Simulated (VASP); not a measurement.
# Ag in VASP: single point with PBEsol

Aim: the single point of Ag with PBEsol.

Program: VASP 6.6.1. These are calculated values, not measurements. Logs are shortened: lines on timing, memory, paths and dates and some standing lists are left out, and cuts for length are marked.

## (1) The cell of the first run

The cell holds a slab with vacuum, 10 atoms: a = 2.867 Å, b = 4.691 Å, c = 26.587 Å, α = 90.00°, β = 90.00°, γ = 90.00°.

## (2) Single point, PBEsol

Input file INCAR:

```
SYSTEM = Ag
PREC     = Accurate       ! precision mode
ENCUT    = 520            ! plane-wave cutoff, eV
EDIFF    = 1E-6           ! SCF threshold, eV
ISMEAR   = 1              ! smearing method
SIGMA    = 0.2            ! smearing width, eV
LREAL    = .False.        ! projectors in reciprocal space
LASPH    = .True.         ! aspherical terms in the spheres
NELM     = 60             ! most SCF steps
ALGO     = Normal         ! electronic algorithm
ISIF     = 2              ! what is computed and relaxed
LWAVE    = .False.        ! write WAVECAR
LCHARG   = .False.        ! write CHGCAR
LDIPOL   = .True.       
IDIPOL   = 3            
DIPOL    = 0.5 0.5 0.500
GGA      = PS             ! functional
NBANDS   = 66             ! bands
```

Input file KPOINTS:

```
regular mesh
0
Gamma
  12 8 1
  0 0 0
```

Input file POSCAR:

```
Ag
1.0
    2.8670626724      0.0000000000      0.0000000000
    0.0000000000      4.6907149341      0.0000000000
    0.0000000000      0.0000000000     26.5870958398
Ag
10
Direct
    0.0000000000      0.2500000000      0.2820917352
    0.0000000000      0.7500000000      0.3443512394
    0.5000000000      0.2500000000      0.3754809916
    0.5000000000      0.7500000000      0.4377404958
    0.0000000000      0.2500000000      0.4688702479
    0.0000000000      0.7500000000      0.5311297521
    0.5000000000      0.2500000000      0.5622595042
    0.5000000000      0.7500000000      0.6245190084
    0.0000000000      0.2500000000      0.6556487606
    0.0000000000      0.7500000000      0.7179082648
```

Potentials or basis: VASP PAW PBE potentials, release 64 (Ag).

The run is started by

```
$ cat potpaw_PBE.64/Ag/POTCAR > POTCAR
$ mpirun -np 1 vasp_std > vasp.out
```

OUTCAR:

```text
SYSTEM = Ag
   PREC = Accurate
   ENCUT = 520
   EDIFF = 1E-6
   ISMEAR = 1
   LREAL = .False.
   LASPH = .True.
   NELM = 60
   ISIF = 2
   GGA = PS

 ion  position               nearest neighbor table
   1  0.000  0.250  0.282-   3 2.87   3 2.87   2 2.87   2 2.87
   2  0.000  0.750  0.344-   4 2.87   4 2.87   1 2.87   1 2.87   3 2.87   3 2.87   3 2.87   3 2.87

   3  0.500  0.250  0.375-   5 2.87   5 2.87   1 2.87   1 2.87   4 2.87   4 2.87   2 2.87   2 2.87
                             2 2.87   2 2.87
   4  0.500  0.750  0.438-   6 2.87   6 2.87   2 2.87   2 2.87   3 2.87   3 2.87   5 2.87   5 2.87
                             5 2.87   5 2.87
   5  0.000  0.250  0.469-   3 2.87   7 2.87   3 2.87   7 2.87   6 2.87   6 2.87   4 2.87   4 2.87
                             4 2.87   4 2.87
   6  0.000  0.750  0.531-   4 2.87   8 2.87   4 2.87   8 2.87   5 2.87   5 2.87   7 2.87   7 2.87
                             7 2.87   7 2.87
   7  0.500  0.250  0.562-   5 2.87   5 2.87   9 2.87   9 2.87   8 2.87   8 2.87   6 2.87   6 2.87
                             6 2.87   6 2.87
   8  0.500  0.750  0.625-   6 2.87   6 2.87  10 2.87  10 2.87   7 2.87   7 2.87   9 2.87   9 2.87
                             9 2.87   9 2.87
   9  0.000  0.250  0.656-   7 2.87   7 2.87  10 2.87  10 2.87   8 2.87   8 2.87   8 2.87   8 2.87

  10  0.000  0.750  0.718-   8 2.87   8 2.87   9 2.87   9 2.87

  LATTYP: Found a simple orthorhombic cell.
 ALAT       =     2.8670626724
 B/A-ratio  =     1.6360698980
 C/A-ratio  =     9.2732872901

  Lattice vectors:

 A1 = (   2.8670626724,   0.0000000000,   0.0000000000)
 A2 = (   0.0000000000,   4.6907149341,   0.0000000000)
 A3 = (   0.0000000000,   0.0000000000,  26.5870958398)

Analysis of symmetry for initial positions (statically):
=====================================================================
 Subroutine PRICEL returns:
 Original cell was already a primitive cell.

 Routine SETGRP: Setting up the symmetry group for a
 simple orthorhombic supercell.

 Subroutine GETGRP returns: Found  8 space group operations
 (whereof  4 operations were pure point group operations)
 out of a pool of  8 trial point group operations.

The static configuration has the point symmetry C_2h.
 The point group associated with its full space group is D_2h.

Analysis of symmetry for dynamics (positions and initial velocities):
=====================================================================
 Subroutine PRICEL returns:
 Original cell was already a primitive cell.

 Routine SETGRP: Setting up the symmetry group for a
[... 140 lines left out ...]
   IALGO  =     38    algorithm
   IMIX   =      4    mixing-type and parameters
     AMIX     =   0.40;   BMIX     =  1.00
     AMIX_MAG =   1.60;   BMIX_MAG =  1.00
  volume/ion in A,a.u.               =      35.76       241.29
  Fermi-wavevector in a.u.,A,eV,Ry     =   1.105155  2.088441 16.617727  1.221368
  Thomas-Fermi vector in A             =   2.241638
   LORBIT       =      0    0 simple, 1 ext, 2 COOP (PROOUT), +10 PAW based schemes
   GGA     = PS    functional components
   LHFCALC =     F    Hartree Fock is set to
   AEXX    =    0.0000 exact exchange contribution
   IVDW    =     0    specifies the selected vdW correction
   LEPSILON=     F    determine dielectric tensor
   LRPA    =     F    only Hartree local field effects (RPA)
 non-spin polarized calculation
 Methfessel and Paxton  Order N= 1 SIGMA  =   0.20
  energy-cutoff  :      520.00
  volume of cell :      357.56
 maximum number of plane-waves:      9682
 NGX is ok and might be reduce to    24
   NGX = 11   NGY = 17   NGZ = 99

 dipolmoment           0.000000      0.000000     -0.000000 electrons x Angstroem

 number of electron     110.0000013 magnetization

 dipolmoment           0.000000      0.000000      0.000000 electrons x Angstroem

 Free energy of the ion-electron system (eV)
  ---------------------------------------------------
  ext. energy  EPLUGINS =         0.00000000
  ---------------------------------------------------
  free energy    TOTEN  =       -30.78712723 eV

  energy without entropy =      -30.78625590  energy(sigma->0) =      -30.78683679

 E-fermi :   1.8172     XC(G=0):  -6.6087

 val. band max:        1.8023495034   @ k =   0.1667   0.2500   0.0000
 cond. band min:       1.8211284159   @ k =   0.5000   0.2500   0.0000
 fundamental gap:      0.0187789125
 Fermi energy:         1.8172002841

 k-point     1 :       0.0000    0.0000    0.0000
  band No.  band energies     occupation
      1      -5.8719      2.00000
      2      -5.1894      2.00000
      3      -4.5404      2.00000
      4      -4.5239      2.00000
      5      -4.4162      2.00000
      6      -4.2843      2.00000
[... 1645 lines left out ...]
     65       7.4622      0.00000
     66       7.8214      0.00000

 [... further k-points ...]

------------------------ aborting loop because EDIFF is reached ----------------------------------------

 vacuum level on the upper side and lower side of the slab       (xc-potential included)        -0.126        -0.126

  FORCE on cell =-STRESS in cart. coord.  units (eV):
  Direction    XX          YY          ZZ          XY          YZ          ZX
  --------------------------------------------------------------------------------------
  -------------------------------------------------------------------------------------
  Total       -3.1072008     -2.4475521     -2.8686785      0.0000000      0.0000000      0.0000000
  in kB      -13.9229984    -10.9671907    -12.8542083      0.0000000      0.0000000      0.0000000
  external PRESSURE =     -12.5814658 kB  Pullay stress =       0.0000000 kB

 VOLUME and BASIS-vectors are now :
 -----------------------------------------------------------------------------
  energy-cutoff  :      520.00
  volume of cell :      357.56
      direct lattice vectors                 reciprocal lattice vectors
     2.867062672  0.000000000  0.000000000     0.348789027  0.000000000  0.000000000
     0.000000000  4.690714934  0.000000000     0.000000000  0.213187118  0.000000000
     0.000000000  0.000000000 26.587095840     0.000000000  0.000000000  0.037612231

 POSITION                                       TOTAL-FORCE (eV/Angst)
 -----------------------------------------------------------------------------------
      0.00000      1.17268      7.50000         0.000000     -0.000000      0.511635
      0.00000      3.51804      9.15530         0.000000      0.000000     -0.211739
      1.43353      1.17268      9.98295         0.000000      0.000000     -0.202198
      1.43353      3.51804     11.63825         0.000000      0.000000     -0.017456
      0.00000      1.17268     12.46590        -0.000000     -0.000000     -0.005599
      0.00000      3.51804     14.12120         0.000000      0.000000      0.005599
      1.43353      1.17268     14.94885         0.000000      0.000000      0.017456
      1.43353      3.51804     16.60415         0.000000      0.000000      0.202198
      0.00000      1.17268     17.43180         0.000000      0.000000      0.211739
      0.00000      3.51804     19.08710         0.000000      0.000000     -0.511635
 -----------------------------------------------------------------------------------
    total drift:                                0.000000     -0.000000      0.000000

  FREE ENERGIE OF THE ION-ELECTRON SYSTEM (eV)
  ---------------------------------------------------
  free  energy   TOTEN  =       -30.7871272317 eV

  energy  without entropy=      -30.7862559028  energy(sigma->0) =      -30.78683679

 vacuum level on the upper side and lower side of the slab         5.753         5.753
```

stdout:

```text
POSCAR found type information on POSCAR Ag
 POSCAR found :  1 types and      10 ions
 scaLAPACK will be used
 -----------------------------------------------------------------------------
|                                                                             |
|                                                                             |
|     You enforced a specific xc type in the INCAR file but a different       |
|     I HOPE YOU KNOW WHAT YOU ARE DOING!                                     |
|                                                                             |
 -----------------------------------------------------------------------------

 LDA part: xc-table for (Slater+PW92), standard interpolation
 POSCAR, INCAR and KPOINTS ok, starting setup
 FFT: planning ... GRIDC
 FFT: planning ... GRID_SOFT
 FFT: planning ... GRID
 WAVECAR not read
 entering main loop
```

Wall time 11 min (1 thread of Intel Xeon 6975P-C (Granite Rapids), shared host); peak memory 0.77 GiB.

Results:

```
Free energy            : -30.7871 eV
Largest force          : 0.512 eV/Å
Band gap on the k mesh : zero (bands 55 and 56 overlap by 3.88 eV)
```

Forces in eV/Å, atoms in the order of the input:
```
Ag   0.000  0.000  0.512
Ag   0.000  0.000 -0.212
Ag   0.000  0.000 -0.202
Ag   0.000  0.000 -0.017
Ag   0.000  0.000 -0.006
Ag   0.000  0.000  0.006
Ag   0.000  0.000  0.017
Ag   0.000  0.000  0.202
Ag   0.000  0.000  0.212
Ag   0.000  0.000 -0.512
```

Caveat: the PAW data sets were made with another functional, which shifts forces and pressure a little.
